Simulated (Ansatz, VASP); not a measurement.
# LiHfO2 in VASP and in Ansatz

```
CELL_PARAMETERS angstrom
3.12891 0.00000 0.00000
0.00000 3.12891 0.00000
0.00000 0.00000 4.21832
ATOMIC_POSITIONS crystal
Li 0.00000 0.00000 0.00000
Hf 0.50000 0.50000 0.50000
O 0.00000 0.00000 0.50000
O 0.50000 0.50000 0.00000
```

Change from the starting cell: species swapped into the HfTiN2 type (P4/mmm, No. 123).

Alike in both runs: functional PBE; k mesh 14 × 14 × 12; occupations gaussian, width 0.1 eV; no spin polarisation.

Ansatz relaxed the structure, and its values are those at the end. VASP's run is a single point on that final structure, the one shown.

```csv
,VASP,Ansatz
version,VASP 6.6.1,Ansatz 0.2.0
potentials or method,"VASP PAW PBE potentials, release 64 (Li_sv, Hf_pv, O), cutoff 750 eV","scalar-relativistic, plane waves, PAW"
valence electrons in the cell,25,41
```

```tsv
	VASP	Ansatz	Ansatz less VASP
gap on the k mesh at the Fermi level (eV)	none	none	-
pressure (GPa)	-2.3	0.0	+2.32
```

A gap of «none» marks a metal or a gap that the smearing closes. With one functional, cell and mesh, what is left measures potentials, basis and numerics. VASP's potentials hold 25 valence electrons a cell and Ansatz's 41, so a difference there can come from the potentials and not from the codes.

Neither program's run includes spin-orbit coupling.
